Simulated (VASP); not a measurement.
Input of a VASP 6.6.1 run:

INCAR

```
AGGAC = 1.0 ; AGGAX = 1.0
ALDAC = 0.0 ; ALDAX = 1.0
ALGO = Normal ; EDIFF = 1E-7
ENCUT = 520 ; GGA = B5
ISIF = 2 ; ISMEAR = -1
LASPH = T ; LCHARG = F
LREAL = F ; LWAVE = F
NBANDS = 12 ; NELM = 80
PREC = Accurate ; SIGMA = 0.1
```

KPOINTS

```
k-points
0
Gamma
  20 20 20
```

The input POSCAR:

```
Ga
1.0
    0.0000000000      2.1809774451      2.1809774451
    2.1809774451      0.0000000000      2.1809774451
    2.1809774451      2.1809774451      0.0000000000
Ga
1
Direct
    0.0000000000      0.0000000000      0.0000000000
```

Potentials or basis: VASP PAW PBE potentials, release 64 (Ga_d).

Launch:

```sh
$ cat potpaw_PBE.64/Ga_d/POTCAR > POTCAR
$ mpirun -np 1 vasp_std > vasp.out
```

Question: Estimate the band gap on the k mesh.

Answer: Zero (an odd number of electrons rules out a gap without spin polarisation).

Question: Estimate the pressure.

Answer: 1.4 GPa.

Caveat: the PAW data sets were made with another functional, which shifts forces and pressure a little.
